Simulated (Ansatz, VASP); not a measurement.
## Two plane-wave programs on K2S

File INCAR:

```
PREC = Accurate
ENCUT = 500
EDIFF = 1E-6
ISMEAR = 1
SIGMA = 0.2
LREAL = False
LASPH = True
NELM = 120
ALGO = Normal
ISIF = 2
LWAVE = False
LCHARG = False
GGA = PS
NBANDS = 19
GGA_COMPAT = False
```

File KPOINTS:

```
Automatic mesh
0
Gamma
  4 4 4
```

File POSCAR:

```
K2S
1.0
    0.0000000000      3.7027186978      3.7027186978
    3.7027186978      0.0000000000      3.7027186978
    3.7027186978      3.7027186978      0.0000000000
K S
2 1
Direct
    0.2500000000      0.2500000000      0.2500000000
    0.7500000000      0.7500000000      0.7500000000
    0.0000000000      0.0000000000      0.0000000000
```

Input for Ansatz:

```yaml
crystal:
  lattice:
    - [0.0, 3.7027186978, 3.7027186978]
    - [3.7027186978, 0.0, 3.7027186978]
    - [3.7027186978, 3.7027186978, 0.0]
  atoms:
    - { symbol: K, position: [0.25, 0.25, 0.25] }
    - { symbol: K, position: [0.75, 0.75, 0.75] }
    - { symbol: S, position: [0.0, 0.0, 0.0] }
kpoints:
  mp_grid: { grid: [4, 4, 4] }
hamiltonian:
  xc: pbesol
scf:
  occupations: { method: methfessel_paxton, width: 0.2 }
  n_extra_bands: 4
output:
  forces: true
  stress: true
  eigenvalues: true
```

Alike in both runs: task single point; functional PBEsol; k mesh 4 × 4 × 4; occupations methfessel-paxton of order 1, width 0.2 eV; no spin polarisation.

|  | VASP | Ansatz |
| --- | --- | --- |
| version | VASP 6.6.1 | Ansatz 0.2.0 |
| potentials or method | VASP PAW PBE potentials, release 64 (K_sv, S) | plane waves |
| plane-wave cutoff (eV) | 500 | 420 |
| valence electrons in the cell | 24 | 24 |

|  | VASP | Ansatz | Ansatz less VASP |
| --- | --- | --- | --- |
| gap on the k mesh at the Fermi level (eV) | 2.28 | 2.28 | 0.000 |
| pressure (GPa) | -0.5 | -0.5 | 0.00 |

VASP's potentials were made for PBE, not for PBEsol. With one functional, cell and mesh, what is left measures potentials, basis and numerics.
